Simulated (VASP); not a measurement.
# ZnS (I-4m2) in VASP: notebook, part 2 of 2

VASP 6.6.1.

### 3 Single point, r2SCAN (epitaxial xy strain -2.0%)

The input, POSCAR:

```
ZnS
1.0
    0.0000000000      2.6402041149      2.7581630583
    2.6402041149      0.0000000000      2.7581630583
    2.6402041149      2.6402041149      0.0000000000
Zn S
1 1
Direct
    0.0000000000      0.0000000000      0.0000000000
    0.2500000000      0.2500000000      0.2500000000
```

The input, INCAR.step1:

```
  PREC = Accurate
  ENCUT = 520
  ISMEAR = 0
  SIGMA = 0.01
  LREAL = False
  LASPH = True
  NELM = 80
  NBANDS = 16
  GGA = PE
  ALGO = Normal
  EDIFF = 1E-4
  LWAVE = True
  LCHARG = False
```

The input, INCAR.step2:

```
  PREC = Accurate
  ENCUT = 520
  EDIFF = 1E-6
  ISMEAR = 0
  SIGMA = 0.01
  LREAL = False
  LASPH = True
  NELM = 80
  ALGO = Normal
  ISIF = 2
  LWAVE = False
  LCHARG = False
  METAGGA = R2SCAN
  LMIXTAU = True
  NBANDS = 16
  ISTART = 1
```

The input, KPOINTS:

```
Automatic mesh
0
Gamma
  8 8 8
```

Potentials or basis: VASP PAW PBE potentials, release 64 (Zn, S).

The run is started by

```console
$ cat potpaw_PBE.64/Zn/POTCAR potpaw_PBE.64/S/POTCAR > POTCAR
$ cp INCAR.step1 INCAR
$ mpirun -np 1 vasp_std > vasp.out
$ cp INCAR.step2 INCAR
$ mpirun -np 1 vasp_std > vasp.out
```

OUTCAR:

```text
PREC = Accurate
   ENCUT = 520
   EDIFF = 1E-6
   ISMEAR = 0
   LREAL = False
   LASPH = True
   NELM = 80
   ISIF = 2
   METAGGA = R2SCAN
   ISTART = 1

 ion  position               nearest neighbor table
   1  0.000  0.000  0.000-   2 2.32   2 2.32   2 2.32   2 2.32
   2  0.250  0.250  0.250-   1 2.32   1 2.32   1 2.32   1 2.32

  LATTYP: Found a body centered tetragonal cell.
 ALAT       =     3.7338124667
 C/A-ratio  =     1.4773977445

  Lattice vectors:

 A1 = (  -2.6402041149,   0.0000000000,   2.7581630583)
 A2 = (   2.6402041149,   0.0000000000,   2.7581630583)
 A3 = (   0.0000000000,   2.6402041149,  -2.7581630583)

Analysis of symmetry for initial positions (statically):
=====================================================================
 Subroutine PRICEL returns:
 Original cell was already a primitive cell.

 Routine SETGRP: Setting up the symmetry group for a
 body centered tetragonal supercell.

 Subroutine GETGRP returns: Found  8 space group operations
 (whereof  8 operations were pure point group operations)
 out of a pool of 16 trial point group operations.

The static configuration has the point symmetry D_2d.

Analysis of symmetry for dynamics (positions and initial velocities):
=====================================================================
 Subroutine PRICEL returns:
 Original cell was already a primitive cell.

 Routine SETGRP: Setting up the symmetry group for a
 body centered tetragonal supercell.

 Subroutine GETGRP returns: Found  8 space group operations
 (whereof  8 operations were pure point group operations)
 out of a pool of 16 trial point group operations.

The dynamic configuration has the point symmetry D_2d.

 Subroutine INISYM returns: Found  8 space group operations
 (whereof  8 operations are pure point group operations),
 and found     1 'primitive' translations

----------------------------------------------------------------------------------------

                                     Primitive cell

  volume of cell :      38.4525

  direct lattice vectors                    reciprocal lattice vectors
     0.000000000  2.640204115  2.758163058    -0.189379297  0.189379297  0.181280073
     2.640204115  0.000000000  2.758163058     0.189379297 -0.189379297  0.181280073
     2.640204115  2.640204115  0.000000000     0.189379297  0.189379297 -0.181280073

  length of vectors
     3.818133212  3.818133212  3.733812467     0.323406093  0.323406093  0.323406093

  position of ions in fractional coordinates (direct lattice)
     0.000000000  0.000000000  0.000000000
     0.250000000  0.250000000  0.250000000

  ion indices of the primitive-cell ions
   primitive index   ion index
                 1           1
                 2           2

----------------------------------------------------------------------------------------

 KPOINTS: Automatic mesh

Automatic generation of k-mesh.
 Grid dimensions read from file:
 generate k-points for:    8    8    8

 Generating k-lattice:

  Cartesian coordinates                     Fractional coordinates (reciprocal lattice)
    -0.023672412  0.023672412  0.022660009     0.125000000  0.000000000  0.000000000
     0.023672412 -0.023672412  0.022660009     0.000000000  0.125000000  0.000000000
     0.023672412  0.023672412 -0.022660009     0.000000000  0.000000000  0.125000000

  Length of vectors
     0.040425762  0.040425762  0.040425762

  Shift w.r.t. Gamma in fractional coordinates (k-lattice)
     0.000000000  0.000000000  0.000000000

 Subroutine IBZKPT returns following result:
 ===========================================

 Found     59 irreducible k-points:

 Following reciprocal coordinates:
            Coordinates               Weight
  0.000000  0.000000  0.000000      1.000000
  0.125000  0.000000  0.000000      8.000000
  0.250000  0.000000  0.000000      8.000000
  0.375000  0.000000  0.000000      8.000000
  0.500000  0.000000  0.000000      4.000000
  0.125000  0.125000  0.000000      2.000000
[... 16 lines left out ...]
  0.250000  0.000000  0.125000     16.000000
  0.375000  0.000000  0.125000     16.000000
 [... further k-points ...]
   k-points           NKPTS =     59   k-points in BZ     NKDIM =     59   number of bands    NBANDS=     16
   number of dos      NEDOS =    301   number of ions     NIONS =      2
   total plane-waves  NPLWV =  21952
   dimension x,y,z NGX =    28 NGY =   28 NGZ =   28
   dimension x,y,z NGXF=    56 NGYF=   56 NGZF=   56
   ions per type =               1   1
   NGX,Y,Z   is equivalent  to a cutoff of  12.19, 12.19, 12.47 a.u.
   NGXF,Y,Z  is equivalent  to a cutoff of  24.38, 24.38, 24.93 a.u.
 SYSTEM =  unknown system
   PREC   = accura    normal or accurate (medium, high low for compatibility)
   ISTART =      1    job   : 0-new  1-cont  2-samecut
   ICHARG =      0    charge: 1-file 2-atom 10-const
   ISPIN  =      1    spin polarized calculation?
   LNONCOLLINEAR =      F non collinear calculations
   LSORBIT =      F    spin-orbit coupling
   LASPH  =      T    aspherical Exc in radial PAW
   ENCUT  =  520.0 eV  38.22 Ry    6.18 a.u.   7.10  7.10  6.94*2*pi/ulx,y,z
   NELM   =     80;   NELMIN=  2; NELMDL=  0     # of ELM steps
   EDIFF  = 0.1E-05   stopping-criterion for ELM
   LREAL  =      F    real-space projection
   EDIFFG = 0.1E-04   stopping-criterion for IOM
   NSW    =      0    number of steps for IOM
   IBRION =     -1    ionic relax: 0-MD 1-quasi-New 2-CG
   NFREE  =      0    steps in history (QN), initial steepest desc. (CG)
   ISIF   =      2    stress and relaxation
   ISYM   =      2    0-nonsym 1-usesym 2-fastsym
   POTIM  = 0.5000    time-step for ionic-motion
   TEBEG  =    0.0;   TEEND  =   0.0 temperature during run
   PSTRESS=    0.0 pullay stress
   NELECT =      18.0000    total number of electrons
   NUPDOWN=      -1.0000    fix difference up-down
   EMIN   =  10.00;   EMAX   =-10.00  energy-range for DOS
   EFERMI =   0.00;   METHOD = LEGACY
   ISMEAR =     0;   SIGMA  =   0.01  broadening in eV -4-tet -1-fermi 0-gaus
   EFERMI_NEDOS =   21; number of points for ismear=-14 and -15
   IALGO  =     38    algorithm
   IMIX   =      4    mixing-type and parameters
     AMIX     =   0.40;   BMIX     =  1.00
     AMIX_MAG =   1.60;   BMIX_MAG =  1.00
  volume/ion in A,a.u.               =      19.23       129.75
  Fermi-wavevector in a.u.,A,eV,Ry     =   1.271132  2.402091 21.983978  1.615777
  Thomas-Fermi vector in A             =   2.404082
   LORBIT       =      0    0 simple, 1 ext, 2 COOP (PROOUT), +10 PAW based schemes
   METAGGA = R2SCAN    functional components
   LHFCALC =     F    Hartree Fock is set to
   AEXX    =    0.0000 exact exchange contribution
   IVDW    =     0    specifies the selected vdW correction
   LEPSILON=     F    determine dielectric tensor
   LRPA    =     F    only Hartree local field effects (RPA)
 non-spin polarized calculation
 Gauss-broadening in eV      SIGMA  =   0.01
  energy-cutoff  :      520.00
  volume of cell :       38.45
 maximum number of plane-waves:      1050
   NGX = 15   NGY = 15   NGZ = 13

 number of electron      18.0000025 magnetization

 Free energy of the ion-electron system (eV)
  ---------------------------------------------------
  ext. energy  EPLUGINS =         0.00000000
  ---------------------------------------------------
  free energy    TOTEN  =       -18.85669013 eV

  energy without entropy =      -18.85669013  energy(sigma->0) =      -18.85669013

 E-fermi :   2.2728     XC(G=0): -10.4160

 val. band max:        2.1318823315   @ k =   0.0000   0.0000   0.0000
 cond. band min:       4.8634995006   @ k =   0.0000   0.0000   0.0000
 fundamental gap:      2.7316171692
 Fermi energy:         2.2727771922

 k-point     1 :       0.0000    0.0000    0.0000
  band No.  band energies     occupation
      1     -11.7838      2.00000
      2      -4.5461      2.00000
      3      -4.5179      2.00000
      4      -4.5179      2.00000
      5      -3.9576      2.00000
      6      -3.9451      2.00000
[... 8 lines left out ...]
     15      14.7957      0.00000
     16      14.8094      0.00000
[... 419 lines left out ...]
 k-point    24 :       0.3750    0.0000    0.1250
  band No.  band energies     occupation
      1     -10.9854      2.00000
      2      -4.4455      2.00000
      3      -4.3920      2.00000
      4      -4.3222      2.00000
      5      -3.9502      2.00000
      6      -3.9096      2.00000
[... 8 lines left out ...]
     15      15.3679      0.00000
     16      16.0426      0.00000

 [... further k-points ...]

------------------------ aborting loop because EDIFF is reached ----------------------------------------

  FORCE on cell =-STRESS in cart. coord.  units (eV):
  Direction    XX          YY          ZZ          XY          YZ          ZX
  --------------------------------------------------------------------------------------
  -------------------------------------------------------------------------------------
  Total        0.4995902      0.4995902      0.0136721      0.0000000      0.0000000      0.0000000
  in kB       20.8161086     20.8161086      0.5696661      0.0000000      0.0000000      0.0000000
  external PRESSURE =      14.0672944 kB  Pullay stress =       0.0000000 kB

 VOLUME and BASIS-vectors are now :
 -----------------------------------------------------------------------------
  energy-cutoff  :      520.00
  volume of cell :       38.45
      direct lattice vectors                 reciprocal lattice vectors
     0.000000000  2.640204115  2.758163058    -0.189379297  0.189379297  0.181280073
     2.640204115  0.000000000  2.758163058     0.189379297 -0.189379297  0.181280073
     2.640204115  2.640204115  0.000000000     0.189379297  0.189379297 -0.181280073

 POSITION                                       TOTAL-FORCE (eV/Angst)
 -----------------------------------------------------------------------------------
      0.00000      0.00000      0.00000        -0.000000     -0.000000     -0.000000
      1.32010      1.32010      1.37908         0.000000      0.000000      0.000000
 -----------------------------------------------------------------------------------
    total drift:                                0.000033      0.000033     -0.000033

  FREE ENERGIE OF THE ION-ELECTRON SYSTEM (eV)
  ---------------------------------------------------
  free  energy   TOTEN  =       -18.8566901273 eV

  energy  without entropy=      -18.8566901273  energy(sigma->0) =      -18.85669013
```

It took 89 s on 1 thread of Intel Xeon Platinum 8488C (Sapphire Rapids), shared host; peak memory 0.18 GiB.

Results:

```yaml
Free_energy: -18.8567 eV
Pressure: 1.4 GPa
Band_gap_on_the_k_mesh: 2.73 eV, direct
```

Stress tensor (GPa, compression positive):
```
2.08 0.00 0.00
0.00 2.08 0.00
0.00 0.00 0.06
```

Levels at points of the mesh, in eV from the valence-band top:
| k point | band 6 | band 7 | band 8 | band 9 | band 10 | band 11 | band 12 | band 13 |
| --- | --- | --- | --- | --- | --- | --- | --- | --- |
| (0.00, 0.00, 0.00) | -6.08 | -0.18 | 0.00 | 0.00 | 2.73 | 6.84 | 6.84 | 6.84 |
| (0.50, 0.00, 0.00) | -5.88 | -5.61 | -1.11 | -0.85 | 3.78 | 7.17 | 7.53 | 9.47 |
| (0.50, 0.50, 0.00) | -5.91 | -4.95 | -2.27 | -2.27 | 3.79 | 4.72 | 11.55 | 13.01 |
| (0.50, 0.00, 0.50) | -5.83 | -4.68 | -2.56 | -2.45 | 3.54 | 4.28 | 12.06 | 12.65 |

Caveat: the cell differs from its parent crystal (epitaxial xy strain -2.0%); the PAW data sets were made with another functional, which shifts forces and pressure a little.

### 4 Single point, r2SCAN (epitaxial xy strain -1.0%)

The input, POSCAR:

```
ZnS
1.0
    0.0000000000      2.6671449732      2.7269439795
    2.6671449732      0.0000000000      2.7269439795
    2.6671449732      2.6671449732      0.0000000000
Zn S
1 1
Direct
    0.0000000000      0.0000000000      0.0000000000
    0.2500000000      0.2500000000      0.2500000000
```

The input, INCAR.step1:

```
  PREC = Accurate
  ENCUT = 520
  ISMEAR = 0
  SIGMA = 0.01
  LREAL = F
  LASPH = T
  NELM = 80
  NBANDS = 16
  GGA = PE
  ALGO = Normal
  EDIFF = 1E-4
  LWAVE = T
  LCHARG = F
```

The input, INCAR.step2:

```
  PREC = Accurate
  ENCUT = 520
  EDIFF = 1E-6
  ISMEAR = 0
  SIGMA = 0.01
  LREAL = F
  LASPH = T
  NELM = 80
  ALGO = Normal
  ISIF = 2
  LWAVE = F
  LCHARG = F
  METAGGA = R2SCAN
  LMIXTAU = T
  NBANDS = 16
  ISTART = 1
```

KPOINTS is that of step 3.

The run is started by

```console
$ cat potpaw_PBE.64/Zn/POTCAR potpaw_PBE.64/S/POTCAR > POTCAR
$ cp INCAR.step1 INCAR
$ mpirun -np 1 vasp_std > vasp.out
$ cp INCAR.step2 INCAR
$ mpirun -np 1 vasp_std > vasp.out
```

It took 98 s on 1 thread of Intel Xeon Platinum 8488C (Sapphire Rapids), shared host; peak memory 0.18 GiB.

It converged, with:

| Quantity | Value |
| --- | --- |
| Free energy | -18.8639 eV |
| Pressure | 0.7 GPa |
| Band gap on the k mesh | 2.72 eV, direct |

Stress tensor (GPa, compression positive):
```
1.01 0.00 0.00
0.00 1.01 0.00
0.00 0.00 0.07
```

Levels at points of the mesh, in eV from the valence-band top:
```
           k point  band 6  band 7  band 8  band 9  band 10  band 11  band 12  band 13
(0.00, 0.00, 0.00)   -6.03   -0.08    0.00    0.00     2.72     6.87     6.87     6.87
(0.50, 0.00, 0.00)   -5.83   -5.53   -1.00   -0.88     3.81     7.27     7.46     9.46
(0.50, 0.50, 0.00)   -5.83   -4.80   -2.29   -2.29     3.75     4.60    11.69    12.95
(0.50, 0.00, 0.50)   -5.80   -4.66   -2.44   -2.38     3.62     4.38    11.95    12.78
```

Caveat: the cell differs from its parent crystal (epitaxial xy strain -1.0%); the PAW data sets were made with another functional, which shifts forces and pressure a little.

### 5 The runs side by side

| cell | gap on the mesh (eV) | pressure (GPa) |
| --- | --- | --- |
| a = 3.822, b = 3.822, c = 3.696 Å, angles 61.1, 61.1, 57.8°, 2 atoms | 2.74 | 2.2 |
| a = 3.818, b = 3.818, c = 3.734 Å, angles 60.7, 60.7, 58.5°, 2 atoms | 2.73 | 1.4 |
| a = 3.814, b = 3.814, c = 3.772 Å, angles 60.4, 60.4, 59.3°, 2 atoms | 2.72 | 0.7 |

Alike in all rows: task single point; level r2SCAN; potentials or basis VASP PAW PBE potentials, release 64 (Zn, S); no spin polarisation; k mesh 8 × 8 × 8; cutoff (eV) 520; smearing gaussian 0.01 eV.

Caveats: the PAW data sets were made with another functional, which shifts forces and pressure a little.

Total energies depend on the potentials used, so only differences within one code and one set of settings carry meaning.
